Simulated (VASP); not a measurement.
Runs of VASP 6.6.1 on Cu. Symmetry: Fm-3m, No. 225, cubic system. The conventional cell has a = 3.615 Å, b = 3.615 Å, c = 3.615 Å, α = 90.00°, β = 90.00°, γ = 90.00°. Within 3.4 Å of Cu (site symmetry m-3m) lie 12 Cu at 2.56 Å. 

| smearing | gap on the mesh (eV) | pressure (GPa) |
| --- | --- | --- |
| gaussian 0.1 eV | none | 2.3 |
| gaussian 0.2 eV | none | 2.3 |
| gaussian 0.5 eV | none | (a) |
| gaussian 0.3 eV | none | 2.4 |

Alike in all rows: task single point; level PBE; potentials or basis VASP PAW PBE potentials, release 64 (Cu); no spin polarisation; cell as given; k mesh 14 × 14 × 14; cutoff (eV) 520.

**Question.** Estimate the missing entries.

**Answer.** (a) 2.5.

A gap of «none» marks levels without a gap at the run's occupations.
